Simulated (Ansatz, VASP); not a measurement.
## One calculation of Mo, two programs

File INCAR:

```
SYSTEM = Mo
PREC = Accurate ; ENCUT = 520
EDIFF = 1E-7 ; ISMEAR = 0
SIGMA = 0.15 ; LREAL = .False.
LASPH = .True. ; NELM = 100
ALGO = Fast ; ISIF = 2
LWAVE = .False. ; LCHARG = .False.
GGA = PE ; NBANDS = 13
```

The input KPOINTS:

```
regular mesh
0
Gamma
  22 22 22
  0 0 0
```

The input POSCAR:

```
Mo
1.0
   -1.5710000000      1.5710000000      1.4139000000
    1.5710000000     -1.5710000000      1.4139000000
    1.5710000000      1.5710000000     -1.4139000000
Mo
1
Direct
    0.0000000000      0.0000000000      0.0000000000
```

Input for Ansatz:

```yaml
crystal:
  lattice:
    - [-1.571, 1.571, 1.4139]
    - [1.571, -1.571, 1.4139]
    - [1.571, 1.571, -1.4139]
  atoms:
    - { symbol: Mo, position: [0.0, 0.0, 0.0] }
basis:
  ecutwfc: 420
kpoints:
  mp_grid: { grid: [22, 22, 22] }
hamiltonian:
  xc: pbe
scf:
  occupations: { method: gaussian, width: 0.15 }
output:
  forces: true
  stress: true
  eigenvalues: true
```

Change from the starting cell: strain -0.1000 x Voigt [0, 0, 1, 0, 0, 0], atoms carried along.

Alike in both runs: task single point; functional PBE; k mesh 22 × 22 × 22; occupations gaussian, width 0.15 eV; no spin polarisation.

|  | VASP | Ansatz |
| --- | --- | --- |
| version | VASP 6.6.1 | Ansatz 0.2.0 |
| potentials or method | VASP PAW PBE potentials, release 64 (Mo_sv), cutoff 520 eV | scalar-relativistic, plane waves, PAW |
| valence electrons in the cell | 14 | 14 |

```csv
,VASP,Ansatz,Ansatz less VASP
gap on the k mesh at the Fermi level (eV),none,none,-
pressure (GPa),43.7,42.8,-0.87
"traceless stress, the component that is largest in VASP (GPa)",25.92,25.92,-0.002
```

A gap of «none» marks a metal or a gap that the smearing closes. Both programs put the cell under a high pressure, so it lies far from rest at this level.
